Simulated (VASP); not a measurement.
# Nb (R-3m) in VASP: further runs

Nb is run at these levels: PBEsol; tasks: relaxation of cell and atoms, single point.

Everything below comes from runs of VASP 6.6.1. Logs are shortened: lines on timing, memory, paths and dates and some standing lists are left out, and cuts for length are marked.

### Step 1. The cell of the first run

It takes space group R-3m (No. 166, trigonal). The conventional cell has a = 3.121 Å, b = 3.121 Å, c = 22.628 Å, α = 90.00°, β = 90.00°, γ = 120.00°. Within 4.1 Å of Nb (site symmetry -3m) lie 12 Nb at 3.09 to 3.12 Å. Within 4.1 Å of Nb (site symmetry 3m) lie 12 Nb at 3.09 to 3.12 Å.

### Step 2. Relaxation of cell and atoms, PBEsol

INCAR

```
SYSTEM = Nb
PREC = Accurate ; ENCUT = 600
EDIFF = 1E-6 ; ISMEAR = 0
SIGMA = 0.1 ; LREAL = .FALSE.
LASPH = .TRUE. ; NELM = 100
ALGO = Normal ; ISIF = 3
LWAVE = .FALSE. ; LCHARG = .FALSE.
GGA = PS ; IBRION = 2
NSW = 90 ; EDIFFG = -0.04
```

KPOINTS

```
regular mesh
0
G
  6 6 6
  0 0 0
```

POSCAR

```
Nb
1.0
    1.5606794630      0.9010587081      7.5426659160
   -1.5606794630      0.9010587081      7.5426659160
    0.0000000000     -1.8021174162      7.5426659160
Nb
3
Direct
    0.0000000000      0.0000000000      0.0000000000
    0.2222200000      0.2222200000      0.2222200000
    0.7777800000      0.7777800000      0.7777800000
```

Potentials or basis: VASP PAW PBE potentials, release 64 (Nb_sv).

The run is started by

```
$ cat potpaw_PBE.64/Nb_sv/POTCAR > POTCAR
$ mpirun -np 1 vasp_std > vasp.out
```

OUTCAR:

```text
SYSTEM = Nb
   PREC = Accurate
   ENCUT = 600
   EDIFF = 1E-6
   ISMEAR = 0
   LREAL = .FALSE.
   LASPH = .TRUE.
   NELM = 100
   ISIF = 3
   GGA = PS
   IBRION = 2
   NSW = 90
   EDIFFG = -0.04

 ion  position               nearest neighbor table
   1  0.000  0.000  0.000-
   2  0.222  0.222  0.222-
   3  0.778  0.778  0.778-

  LATTYP: Found a trigonal (rhomboedric) cell.
 ALAT       =     7.7549620439
 COS(alpha) =     0.9189975651

  Lattice vectors:

 A1 = (   1.5606794630,   0.9010587081,   7.5426659160)
 A2 = (  -1.5606794630,   0.9010587081,   7.5426659160)
 A3 = (   0.0000000000,  -1.8021174162,   7.5426659160)

Analysis of symmetry for initial positions (statically):
=====================================================================
 Subroutine PRICEL returns:
 Original cell was already a primitive cell.

 Routine SETGRP: Setting up the symmetry group for a
 trigonal (rhombohedral) supercell.

 Subroutine GETGRP returns: Found 12 space group operations
 (whereof 12 operations were pure point group operations)
 out of a pool of 12 trial point group operations.

The static configuration has the point symmetry D_3d.

Analysis of symmetry for dynamics (positions and initial velocities):
=====================================================================
 Subroutine PRICEL returns:
 Original cell was already a primitive cell.

 Routine SETGRP: Setting up the symmetry group for a
 trigonal (rhombohedral) supercell.

 Subroutine GETGRP returns: Found 12 space group operations
 (whereof 12 operations were pure point group operations)
 out of a pool of 12 trial point group operations.

The dynamic configuration has the point symmetry D_3d.

 Subroutine INISYM returns: Found 12 space group operations
 (whereof 12 operations are pure point group operations),
 and found     1 'primitive' translations

----------------------------------------------------------------------------------------

                                     Primitive cell

  volume of cell :      63.6419

  direct lattice vectors                    reciprocal lattice vectors
     1.560679463  0.901058708  7.542665916     0.320373281  0.184967600  0.044193040
    -1.560679463  0.901058708  7.542665916    -0.320373281  0.184967600  0.044193040
     0.000000000 -1.802117416  7.542665916     0.000000000 -0.369935200  0.044193040

  length of vectors
     7.754962044  7.754962044  7.754962044     0.372565534  0.372565534  0.372565534

  position of ions in fractional coordinates (direct lattice)
     0.000000000  0.000000000  0.000000000
     0.222220000  0.222220000  0.222220000
     0.777780000  0.777780000  0.777780000

  ion indices of the primitive-cell ions
   primitive index   ion index
                 1           1
                 2           2
                 3           3

----------------------------------------------------------------------------------------

 KPOINTS: regular mesh

Automatic generation of k-mesh.
 Grid dimensions read from file:
 generate k-points for:    6    6    6

 Generating k-lattice:

  Cartesian coordinates                     Fractional coordinates (reciprocal lattice)
     0.053395547  0.030827933  0.007365507     0.166666667  0.000000000  0.000000000
    -0.053395547  0.030827933  0.007365507     0.000000000  0.166666667  0.000000000
     0.000000000 -0.061655867  0.007365507     0.000000000  0.000000000  0.166666667

  Length of vectors
     0.062094256  0.062094256  0.062094256

  Shift w.r.t. Gamma in fractional coordinates (k-lattice)
     0.000000000  0.000000000  0.000000000

 Subroutine IBZKPT returns following result:
 ===========================================

 Found     32 irreducible k-points:

 Following reciprocal coordinates:
            Coordinates               Weight
  0.000000  0.000000  0.000000      1.000000
  0.166667 -0.000000 -0.000000      6.000000
  0.333333  0.000000 -0.000000      6.000000
  0.500000 -0.000000  0.000000      3.000000
  0.166667  0.166667 -0.000000      6.000000
  0.333333  0.166667  0.000000     12.000000
[... 16 lines left out ...]
  0.500000  0.500000  0.166667      6.000000
 -0.333333  0.500000  0.166667     12.000000
 [... further k-points ...]
   k-points           NKPTS =     32   k-points in BZ     NKDIM =     32   number of bands    NBANDS=     23
   number of dos      NEDOS =    301   number of ions     NIONS =      3
   total plane-waves  NPLWV = 262144
   dimension x,y,z NGX =    64 NGY =   64 NGZ =   64
   dimension x,y,z NGXF=   128 NGYF=  128 NGZF=  128
   ions per type =               3
   NGX,Y,Z   is equivalent  to a cutoff of  13.72, 13.72, 13.72 a.u.
   NGXF,Y,Z  is equivalent  to a cutoff of  27.44, 27.44, 27.44 a.u.
 SYSTEM =  Nb
   PREC   = accura    normal or accurate (medium, high low for compatibility)
   ISTART =      0    job   : 0-new  1-cont  2-samecut
   ICHARG =      2    charge: 1-file 2-atom 10-const
   ISPIN  =      1    spin polarized calculation?
   LNONCOLLINEAR =      F non collinear calculations
   LSORBIT =      F    spin-orbit coupling
   LASPH  =      T    aspherical Exc in radial PAW
   ENCUT  =  600.0 eV  44.10 Ry    6.64 a.u.  15.49 15.49 15.49*2*pi/ulx,y,z
   NELM   =    100;   NELMIN=  2; NELMDL= -5     # of ELM steps
   EDIFF  = 0.1E-05   stopping-criterion for ELM
   LREAL  =      F    real-space projection
   EDIFFG = -.4E-01   stopping-criterion for IOM
   NSW    =     90    number of steps for IOM
   IBRION =      2    ionic relax: 0-MD 1-quasi-New 2-CG
   NFREE  =      1    steps in history (QN), initial steepest desc. (CG)
   ISIF   =      3    stress and relaxation
   ISYM   =      2    0-nonsym 1-usesym 2-fastsym
   POTIM  = 0.5000    time-step for ionic-motion
   TEBEG  =    0.0;   TEEND  =   0.0 temperature during run
   PSTRESS=    0.0 pullay stress
   NELECT =      39.0000    total number of electrons
   NUPDOWN=      -1.0000    fix difference up-down
   EMIN   =  10.00;   EMAX   =-10.00  energy-range for DOS
   EFERMI =   0.00;   METHOD = LEGACY
   ISMEAR =     0;   SIGMA  =   0.10  broadening in eV -4-tet -1-fermi 0-gaus
   EFERMI_NEDOS =   21; number of points for ismear=-14 and -15
   IALGO  =     38    algorithm
   IMIX   =      4    mixing-type and parameters
     AMIX     =   0.40;   BMIX     =  1.00
     AMIX_MAG =   1.60;   BMIX_MAG =  1.00
  volume/ion in A,a.u.               =      21.21       143.16
  Fermi-wavevector in a.u.,A,eV,Ry     =   1.390535  2.627731 26.308072  1.933589
  Thomas-Fermi vector in A             =   2.514461
   LORBIT       =      0    0 simple, 1 ext, 2 COOP (PROOUT), +10 PAW based schemes
   GGA     = PS    functional components
   LHFCALC =     F    Hartree Fock is set to
   AEXX    =    0.0000 exact exchange contribution
   IVDW    =     0    specifies the selected vdW correction
   LEPSILON=     F    determine dielectric tensor
   LRPA    =     F    only Hartree local field effects (RPA)
 conjugate gradient relaxation of ions
 non-spin polarized calculation
 Gauss-broadening in eV      SIGMA  =   0.10
  energy-cutoff  :      600.00
  volume of cell :       63.64
 maximum number of plane-waves:      2142
 NGX is ok and might be reduce to    64
   NGX = 31   NGY = 31   NGZ = 31

--------------------------------------- Ionic step        1  -------------------------------------------

 number of electron      39.0000000 magnetization

 Free energy of the ion-electron system (eV)
  ---------------------------------------------------
  ext. energy  EPLUGINS =         0.00000000
  ---------------------------------------------------
  free energy    TOTEN  =       -31.10789443 eV

  energy without entropy =      -31.09136984  energy(sigma->0) =      -31.09963213

 E-fermi :   9.3002     XC(G=0): -11.8021

 val. band max:        9.2791237136   @ k =   0.5000   0.1667   0.1667
 cond. band min:       9.3190999415   @ k =   0.3333   0.1667   0.1667
 fundamental gap:      0.0399762279
 Fermi energy:         9.3002011127

 k-point     1 :       0.0000    0.0000    0.0000
  band No.  band energies     occupation
      1     -45.6132      2.00000
      2     -45.5267      2.00000
      3     -45.5072      2.00000
      4     -21.7973      2.00000
      5     -21.7872      2.00000
      6     -21.3273      2.00000
[... 613 lines left out ...]
     22      10.1147      0.00000
     23      10.5686      0.00000

 [... further k-points ...]
[... 5 lines left out ...]
  --------------------------------------------------------------------------------------
  -------------------------------------------------------------------------------------
  Total       -8.9621473     -8.9621473     -7.4484506      0.0000000      0.0000000     -0.0000000
  in kB     -225.6211100   -225.6211100   -187.5139566      0.0000000      0.0000000     -0.0000000
  external PRESSURE =    -212.9187255 kB  Pullay stress =       0.0000000 kB
[... 92 lines left out ...]
  FREE ENERGIE OF THE ION-ELECTRON SYSTEM (eV)
  ---------------------------------------------------
  free  energy   TOTEN  =       -31.8479443994 eV

  energy  without entropy=      -31.8345917977  energy(sigma->0) =      -31.84126810

[... ionic steps 4 to 14 ...]

--------------------------------------- Ionic step       15  -------------------------------------------

 number of electron      39.0000000 magnetization

------------------------ aborting loop because EDIFF is reached ----------------------------------------

  FORCE on cell =-STRESS in cart. coord.  units (eV):
  Direction    XX          YY          ZZ          XY          YZ          ZX
  --------------------------------------------------------------------------------------
  -------------------------------------------------------------------------------------
  Total        0.1230497      0.1230497     -0.0427817      0.0000000     -0.0000000      0.0000000
  in kB        3.6822048      3.6822048     -1.2802236      0.0000000     -0.0000000      0.0000000
  external PRESSURE =       2.0280620 kB  Pullay stress =       0.0000000 kB
[... 59 lines left out ...]
  energy  without entropy=      -32.0026093664  energy(sigma->0) =      -32.01092528

--------------------------------------- Ionic step       17  -------------------------------------------

 number of electron      39.0000000 magnetization

 Free energy of the ion-electron system (eV)
  ---------------------------------------------------
  ext. energy  EPLUGINS =         0.00000000
  ---------------------------------------------------
  free energy    TOTEN  =       -32.01942053 eV

  energy without entropy =      -32.00284277  energy(sigma->0) =      -32.01113165

 E-fermi :  11.5031     XC(G=0): -12.6476

 val. band max:       11.4565165937   @ k =  -0.3333   0.5000   0.1667
 cond. band min:      11.5300667464   @ k =   0.5000   0.3333   0.3333
 fundamental gap:      0.0735501528
 Fermi energy:        11.5031136662

 k-point     1 :       0.0000    0.0000    0.0000
  band No.  band energies     occupation
      1     -43.0906      2.00000
      2     -42.9884      2.00000
      3     -42.9856      2.00000
      4     -19.4129      2.00000
      5     -19.4040      2.00000
      6     -18.6284      2.00000
[... 613 lines left out ...]
     22      12.7564      0.00000
     23      13.2033      0.00000

 [... further k-points ...]
[... 5 lines left out ...]
  --------------------------------------------------------------------------------------
  -------------------------------------------------------------------------------------
  Total       -0.0122286     -0.0122286     -0.0789168     -0.0000000     -0.0000000      0.0000000
  in kB       -0.3653620     -0.3653620     -2.3578477     -0.0000000     -0.0000000      0.0000000
  external PRESSURE =      -1.0295239 kB  Pullay stress =       0.0000000 kB
[... 18 lines left out ...]
  FREE ENERGIE OF THE ION-ELECTRON SYSTEM (eV)
  ---------------------------------------------------
  free  energy   TOTEN  =       -32.0194205309 eV

  energy  without entropy=      -32.0028427686  energy(sigma->0) =      -32.01113165

 reached required accuracy - stopping structural energy minimisation
```

Run time: 59 min. Hardware: 1 thread of Intel Xeon Platinum 8124M at 3.00GHz (Skylake/Cascade Lake), shared host; peak memory 0.63 GiB.

What came out:

```
Free energy                            : -32.0194 eV
Relaxed volume                         : 17.87 Å³/atom
Relaxed cell                           : a = 8.002 Å, b = 8.002 Å, c = 8.002 Å, α = 20.23°, β = 20.23°, γ = 20.23°
Space group after relaxing (to 0.05 Å) : R-3m (No. 166)
Energy gained by relaxing              : 303.8 meV/atom
Ionic steps                            : 17
Pressure after relaxing                : -0.1 GPa
Largest force after relaxing           : 0.007 eV/Å
```

Forces in eV/Å, atoms in the order of the input:
```
Nb   0.000  0.000  0.000
Nb   0.000  0.000  0.007
Nb   0.000  0.000 -0.007
```

The path:
```
step  energy change (eV)  largest force (eV/Å)  pressure (GPa)  volume (Å³)
   1              0.0000                0.0612          -21.29        63.64
   2              1.7909                0.1938           78.30        41.04
   3             -0.7400                0.1191           -2.26        54.68
   4             -0.7462                0.1238           -0.29        54.06
   5             -0.7466                0.1256            0.27        53.87
   6             -0.8072                0.0173            0.53        53.72
   7             -0.8783                0.1835            0.84        53.40
   8             -0.7950                0.3665            5.63        52.46
   9             -0.8983                0.2895            1.33        53.21
  10             -0.8969                0.3464            2.31        52.97
  11             -0.9022                0.3208            1.72        53.10
  12             -0.8863                0.0194           -4.18        55.04
  13             -0.9084                0.2018           -0.44        53.75
  14             -0.9114                0.0027            0.21        53.53
  15             -0.9114                0.0068            0.20        53.54
  16             -0.9113                0.0235           -0.43        53.72
  17             -0.9115                0.0066           -0.10        53.62
```

Final structure:
```
CELL_PARAMETERS angstrom
1.40555 0.81149 7.83580
-1.40555 0.81149 7.83580
0.00000 -1.62298 7.83580
ATOMIC_POSITIONS crystal
Nb 0.00000 0.00000 0.00000
Nb 0.22234 0.22234 0.22234
Nb 0.77766 0.77766 0.77766
```

Caveat: the k points lie up to 0.43 Å⁻¹ apart in the final cell; the volume moved by over 15 % at a fixed basis, so the end points are rough; the PAW data sets were made with another functional, which shifts forces and pressure a little.

[end of part 1 of 2]
